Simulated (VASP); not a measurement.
Write the native input for VASP 6.6.1 that does the following.

* Task: single point
* Functional: PBEsol
* Potentials or basis: VASP PAW PBE potentials, release 64 (Ni)
* Cutoff: 600 eV
* k mesh: 18 × 18 × 10
* Occupations: gaussian, width 0.1 eV
* Spin: collinear spin, ferromagnetic start
* Starting moments: [0.81, 0.81] μB
* Dipole correction: no
* Further INCAR settings: ALGO = Normal; EDIFF = 1e-06; NBANDS = 21

The structure of Ni lies in POSCAR:

```
Ni
1.0
    2.4446376752      0.0000000000      0.0000000000
   -1.2223188376      2.1171183297      0.0000000000
    0.0000000000      0.0000000000      4.0217100826
Ni
2
Direct
    0.3333333333      0.6666666667      0.2500000000
    0.6666666667      0.3333333333      0.7500000000
```

This isn't the form of Ni at room conditions, which is fcc.

These files were run (other wordings do the same):

INCAR

```
  PREC = Accurate
  ENCUT = 600
  EDIFF = 1E-6
  ISMEAR = 0
  SIGMA = 0.1
  LREAL = F
  LASPH = T
  NELM = 200
  ALGO = Normal
  ISIF = 2
  LWAVE = F
  LCHARG = F
  ISPIN = 2
  MAGMOM = 0.81 0.81
  LORBIT = 11
  LMAXMIX = 4
  GGA = PS
  NBANDS = 21
  GGA_COMPAT = F
```

KPOINTS

```
Automatic mesh
0
Gamma
  18 18 10
```

Potentials or basis: VASP PAW PBE potentials, release 64 (Ni).

Command:

```bash
$ cat potpaw_PBE.64/Ni/POTCAR > POTCAR
$ mpirun -np 1 vasp_std > vasp.out
```

Results of the run:

```
Pressure                                              : -0.2 GPa
Net moment                                            : 1.21 μB per cell
Site moments                                          : Ni +0.61 μB
Valence electrons inside the program's atomic spheres : Ni 9.40
```

Caveat: the PAW data sets were made with another functional, which shifts forces and pressure a little.

It took 2.2 min on 1 thread of Oxide Virtual Turin-like Processor (shared host), peak memory 0.23 GiB.
